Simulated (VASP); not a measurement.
# Cu: single point with PBEsol

Cu:

```
CELL_PARAMETERS angstrom
-2.52059 0.00000 0.00000
0.00000 0.00000 -4.11652
0.00000 -4.36579 0.00000
ATOMIC_POSITIONS crystal
Cu 0.36693 0.71992 0.18259
Cu 0.13307 0.78008 0.65075
Cu 0.00447 0.23445 0.38306
Cu 0.49553 0.26555 0.78361
```

```json
{"Program": "VASP 6.6.1", "Task": "single point", "Functional": "PBEsol", "Potentials or basis": "VASP PAW PBE potentials, release 64 (Cu)", "Cutoff": "520 eV", "k mesh": "14 × 8 × 8", "Occupations": "gaussian, width 0.15 eV", "Spin": "no spin polarisation", "Dipole correction": "no", "Further INCAR settings": "ALGO = Fast; EDIFF = 1e-06; NBANDS = 30"}
```

```
Pressure               : 19.2 GPa
Largest force          : 4.437 eV/Å
Band gap on the k mesh : zero (bands 22 and 23 overlap by 4.06 eV)
```

Forces on the atoms (eV/Å):
```
Cu  -1.389  2.158 -0.152
Cu   1.433 -2.217  1.403
Cu   0.873  4.312 -0.575
Cu  -0.917 -4.253 -0.677
```

Stress tensor (GPa, compression positive):
```
 8.75 -1.73 -0.54
-1.73 33.50 -0.63
-0.54 -0.63 15.27
```

Levels at points of the mesh, in eV from the Fermi level:
```tsv
k point	band 20	band 21	band 22	band 23	band 24	band 25
(0.00, 0.00, 0.00)	-1.69	-1.45	-1.19	0.14	1.62	3.86
(0.50, 0.00, 0.00)	-1.52	-0.84	0.07	4.52	5.31	6.01
(0.00, 0.50, 0.00)	-1.74	-1.57	-1.44	0.60	0.79	4.55
(0.50, 0.50, 0.00)	-1.57	0.02	0.46	1.35	1.80	6.60
(0.00, 0.00, 0.50)	-1.89	-1.88	-1.67	1.90	3.33	4.74
(0.50, 0.00, 0.50)	-1.54	-0.11	0.17	1.31	1.82	7.48
(0.00, 0.50, 0.50)	-1.85	-1.64	-1.58	-1.33	-1.12	10.58
(0.50, 0.50, 0.50)	-1.56	0.49	0.72	0.97	1.31	4.28
```

Wall time 9.6 min on 1 thread of Intel(R) Xeon(R) Platinum 8259CL CPU @ 2.50GHz (Skylake/Cascade Lake), on a shared host, peak memory 0.5 GiB.

Caveat: the cell stands under pressure; the PAW data sets were made with another functional, which shifts forces and pressure a little.
